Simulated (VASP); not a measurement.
# Si2Sn (P4/mmm) in VASP: relaxation of cell and atoms with PBE

Aim: the relaxation of cell and atoms of Si2Sn with PBE.

All numbers are computed with VASP 6.6.1; they aren't measurements. Logs are shortened: lines on timing, memory, paths and dates and some standing lists are left out, and cuts for length are marked.

**1. The cell of the first run**

The structure is tetragonal, space group P4/mmm (No. 123). Conventional cell: a = 3.863 Å, b = 3.863 Å, c = 4.853 Å, α = 90.00°, β = 90.00°, γ = 90.00°. Si (site symmetry 4/mmm) has 2 Si at 2.43 Å within 3.2 Å. Within 3.2 Å of Si (site symmetry 4/mmm) lie 2 Si at 2.43 Å and 4 Sn at 2.73 Å. Sn (site symmetry 4/mmm) has 4 Si at 2.73 Å within 3.6 Å.

**2. Relaxation of cell and atoms, PBE**

INCAR

```
SYSTEM = Si2Sn
ALGO     = Normal         ! electronic algorithm
EDIFF    = 1E-6           ! SCF threshold, eV
EDIFFG   = -0.01          ! ionic threshold
ENCUT    = 600            ! plane-wave cutoff, eV
GGA      = PE             ! functional
IBRION   = 2              ! ionic algorithm
ISIF     = 3              ! what is computed and relaxed
ISMEAR   = 0              ! smearing method
LASPH    = .TRUE.         ! aspherical terms in the spheres
LCHARG   = .FALSE.        ! write CHGCAR
LREAL    = .FALSE.        ! projectors in reciprocal space
LWAVE    = .FALSE.        ! write WAVECAR
NELM     = 60             ! most SCF steps
NSW      = 100            ! ionic steps
PREC     = Accurate       ! precision mode
SIGMA    = 0.1            ! smearing width, eV
```

KPOINTS

```
k-points
0
G
  12 12 10
  0 0 0
```

POSCAR

```
Si2Sn
1.0
    3.8629934461      0.0000000000      0.0000000000
    0.0000000000      3.8629934461      0.0000000000
    0.0000000000      0.0000000000      4.8534859054
Si Sn
2 1
Direct
    0.5000000000      0.5000000000      0.0000000000
    0.5000000000      0.5000000000      0.5000000000
    0.0000000000      0.0000000000      0.5000000000
```

Potentials or basis: VASP PAW PBE potentials, release 64 (Si, Sn_d).

Launch:

```console
> cat potpaw_PBE.64/Si/POTCAR potpaw_PBE.64/Sn_d/POTCAR > POTCAR
> mpirun -np 1 vasp_std > vasp.out
```

OUTCAR:

```text
SYSTEM = Si2Sn
   EDIFF = 1E-6
   EDIFFG = -0.01
   ENCUT = 600
   GGA = PE
   IBRION = 2
   ISIF = 3
   ISMEAR = 0
   LASPH = .TRUE.
   LREAL = .FALSE.
   NELM = 60
   NSW = 100
   PREC = Accurate

 ion  position               nearest neighbor table
   1  0.500  0.500  0.000-   2 2.43   2 2.43
   2  0.500  0.500  0.500-   1 2.43   1 2.43   3 2.73   3 2.73   3 2.73   3 2.73
   3  0.000  0.000  0.500-   2 2.73   2 2.73   2 2.73   2 2.73

  LATTYP: Found a simple tetragonal cell.
 ALAT       =     3.8629934461
 C/A-ratio  =     1.2564054206

  Lattice vectors:

 A1 = (   3.8629934461,   0.0000000000,   0.0000000000)
 A2 = (   0.0000000000,   3.8629934461,   0.0000000000)
 A3 = (   0.0000000000,   0.0000000000,   4.8534859054)

Analysis of symmetry for initial positions (statically):
=====================================================================
 Subroutine PRICEL returns:
 Original cell was already a primitive cell.

 Routine SETGRP: Setting up the symmetry group for a
 simple tetragonal supercell.

 Subroutine GETGRP returns: Found 16 space group operations
 (whereof 16 operations were pure point group operations)
 out of a pool of 16 trial point group operations.

The static configuration has the point symmetry D_4h.

Analysis of symmetry for dynamics (positions and initial velocities):
=====================================================================
 Subroutine PRICEL returns:
 Original cell was already a primitive cell.

 Routine SETGRP: Setting up the symmetry group for a
 simple tetragonal supercell.

 Subroutine GETGRP returns: Found 16 space group operations
 (whereof 16 operations were pure point group operations)
 out of a pool of 16 trial point group operations.

The dynamic configuration has the point symmetry D_4h.

 Subroutine INISYM returns: Found 16 space group operations
 (whereof 16 operations are pure point group operations),
 and found     1 'primitive' translations

----------------------------------------------------------------------------------------

                                     Primitive cell

  volume of cell :      72.4272

  direct lattice vectors                    reciprocal lattice vectors
     3.862993446  0.000000000  0.000000000     0.258866605  0.000000000  0.000000000
     0.000000000  3.862993446  0.000000000     0.000000000  0.258866605  0.000000000
     0.000000000  0.000000000  4.853485905     0.000000000  0.000000000  0.206037479

  length of vectors
     3.862993446  3.862993446  4.853485905     0.258866605  0.258866605  0.206037479

  position of ions in fractional coordinates (direct lattice)
     0.500000000  0.500000000  0.000000000
     0.500000000  0.500000000  0.500000000
[... 105 lines left out ...]
   LHFCALC =     F    Hartree Fock is set to
   AEXX    =    0.0000 exact exchange contribution
   IVDW    =     0    specifies the selected vdW correction
   LEPSILON=     F    determine dielectric tensor
   LRPA    =     F    only Hartree local field effects (RPA)
 conjugate gradient relaxation of ions
 non-spin polarized calculation
 Gauss-broadening in eV      SIGMA  =   0.10
  energy-cutoff  :      600.00
  volume of cell :       72.43
 maximum number of plane-waves:      2440
 NGX is ok and might be reduce to    32
   NGX = 15   NGY = 15   NGZ = 19

--------------------------------------- Ionic step        1  -------------------------------------------

 number of electron      22.0000002 magnetization

 Free energy of the ion-electron system (eV)
  ---------------------------------------------------
  ext. energy  EPLUGINS =         0.00000000
  ---------------------------------------------------
  free energy    TOTEN  =       -12.55440269 eV

  energy without entropy =      -12.54807181  energy(sigma->0) =      -12.55123725

------------------------ aborting loop because EDIFF is reached ----------------------------------------

  FORCE on cell =-STRESS in cart. coord.  units (eV):
  Direction    XX          YY          ZZ          XY          YZ          ZX
  --------------------------------------------------------------------------------------
  -------------------------------------------------------------------------------------
  Total        0.2191535      0.2191535     -1.5354936      0.0000000      0.0000000      0.0000000
  in kB        4.8479412      4.8479412    -33.9669749      0.0000000      0.0000000      0.0000000
  external PRESSURE =      -8.0903642 kB  Pullay stress =       0.0000000 kB
[... 98 lines left out ...]
--------------------------------------- Ionic step        4  -------------------------------------------

 number of electron      21.9999999 magnetization

 Free energy of the ion-electron system (eV)
  ---------------------------------------------------
  ext. energy  EPLUGINS =         0.00000000
  ---------------------------------------------------
  free energy    TOTEN  =       -12.57363333 eV

  energy without entropy =      -12.56688433  energy(sigma->0) =      -12.57025883

 E-fermi :   6.1924     XC(G=0):  -9.6043

 val. band max:        6.1856081927   @ k =   0.1667   0.1667   0.5000
 cond. band min:       6.1946643236   @ k =   0.3333   0.1667   0.3000
 fundamental gap:      0.0090561309
 Fermi energy:         6.1924339556

 k-point     1 :       0.0000    0.0000    0.0000
  band No.  band energies     occupation
      1     -15.4026      2.00000
      2     -15.3305      2.00000
      3     -15.3305      2.00000
      4     -15.3000      2.00000
      5     -15.2948      2.00000
      6      -5.5490      2.00000
      7       0.6050      2.00000
      8       1.3413      2.00000
      9       3.9405      2.00000
     10       3.9405      2.00000
     11       4.2699      2.00000
     12       8.9611      0.00000
     13       9.0467      0.00000
     14       9.4827      0.00000
[... 401 lines left out ...]
      2     -15.3407      2.00000
      3     -15.3394      2.00000
      4     -15.3382      2.00000
      5     -15.2417      2.00000
      6      -3.4213      2.00000
      7      -0.9580      2.00000
      8       1.4915      2.00000
      9       2.5015      2.00000
     10       2.8445      2.00000
     11       3.5597      2.00000
     12       7.0635      0.00000
     13       7.2797      0.00000
     14       7.7950      0.00000
     15      10.1712      0.00000

 [... further k-points ...]

------------------------ aborting loop because EDIFF is reached ----------------------------------------

  FORCE on cell =-STRESS in cart. coord.  units (eV):
  Direction    XX          YY          ZZ          XY          YZ          ZX
  --------------------------------------------------------------------------------------
  -------------------------------------------------------------------------------------
  Total        0.0037651      0.0037651     -0.0029267      0.0000000      0.0000000      0.0000000
  in kB        0.0841931      0.0841931     -0.0654446      0.0000000      0.0000000      0.0000000
  external PRESSURE =       0.0343138 kB  Pullay stress =       0.0000000 kB
[... 18 lines left out ...]
  FREE ENERGIE OF THE ION-ELECTRON SYSTEM (eV)
  ---------------------------------------------------
  free  energy   TOTEN  =       -12.5736333286 eV

  energy  without entropy=      -12.5668843271  energy(sigma->0) =      -12.57025883

 reached required accuracy - stopping structural energy minimisation
```

OSZICAR:

```text
N       E                     dE             d eps       ncg     rms          rms(c)
DAV:   1     0.129966261729E+03    0.12997E+03   -0.11620E+04  5040   0.182E+03
DAV:   2    -0.198971282673E+01   -0.13196E+03   -0.13009E+03  5362   0.383E+02
DAV:   3    -0.126273589467E+02   -0.10638E+02   -0.10456E+02  6685   0.965E+01
[... 30 lines left out ...]
DAV:   3    -0.125737008320E+02    0.12619E-02   -0.36457E-03  6765   0.935E-01    0.331E-02
DAV:   4    -0.125736450713E+02    0.55761E-04   -0.17677E-04  5859   0.151E-01    0.127E-02
DAV:   5    -0.125736352133E+02    0.98580E-05   -0.12010E-05  7735   0.382E-02    0.621E-03
DAV:   6    -0.125736335552E+02    0.16581E-05   -0.15140E-06  3031   0.176E-02    0.190E-03
DAV:   7    -0.125736333286E+02    0.22659E-06   -0.20402E-07  2835   0.491E-03
   4 F= -.12573633E+02 E0= -.12570259E+02  d E =-.499085E-03
```

Wall time 6 min (1 thread of Intel Xeon Platinum 8488C (Sapphire Rapids), shared host); peak memory 0.37 GiB.

Results:

```
Free energy                            : -12.5736 eV
Relaxed volume                         : 23.88 Å³/atom
Relaxed cell                           : a = 3.887 Å, b = 3.887 Å, c = 4.743 Å, α = 90.00°, β = 90.00°, γ = 90.00°
Space group after relaxing (to 0.05 Å) : P4/mmm (No. 123)
Energy gained by relaxing              : 6.4 meV/atom
Ionic steps                            : 4
Pressure after relaxing                : 0.0 GPa
Band gap on the k mesh                 : zero (band 11 reaches 7.29 eV, above the bottom of band 12 at 4.56 eV)
```

The path:
| step | energy change (eV) | largest force (eV/Å) | pressure (GPa) | volume (Å³) |
| --- | --- | --- | --- | --- |
| 1 | 0.0000 | 0.0000 | -0.81 | 72.43 |
| 2 | -0.0186 | 0.0000 | 0.38 | 71.14 |
| 3 | -0.0187 | 0.0000 | 0.30 | 71.23 |
| 4 | -0.0192 | 0.0000 | 0.00 | 71.65 |

Final structure:
```yaml
crystal:
  lattice:
    - [3.88657, 0.00000, 0.00000]
    - [0.00000, 3.88657, 0.00000]
    - [0.00000, 0.00000, 4.74327]
  atoms:
    - { symbol: Si, position: [0.50000, 0.50000, 0.00000] }
    - { symbol: Si, position: [0.50000, 0.50000, 0.50000] }
    - { symbol: Sn, position: [0.00000, 0.00000, 0.50000] }
```

Levels at points of the mesh, in eV from the Fermi level:
```csv
k point,band 9,band 10,band 11,band 12,band 13,band 14
"(0.00, 0.00, 0.00)",-2.25,-2.25,-1.92,2.77,2.85,3.29
"(0.50, 0.00, 0.00)",-3.78,-0.43,-0.31,-0.01,1.40,1.78
"(0.50, 0.50, 0.00)",-5.21,-3.54,-2.37,0.92,0.92,1.89
"(0.00, 0.00, 0.50)",-1.65,-1.65,0.94,0.99,0.99,2.76
"(0.50, 0.00, 0.50)",-3.46,0.58,1.09,1.53,1.70,3.14
"(0.50, 0.50, 0.50)",-4.63,-4.63,-1.63,-1.63,-0.32,3.99
```

Caveat: spin-orbit coupling is left out, which moves the levels of the heavy elements.
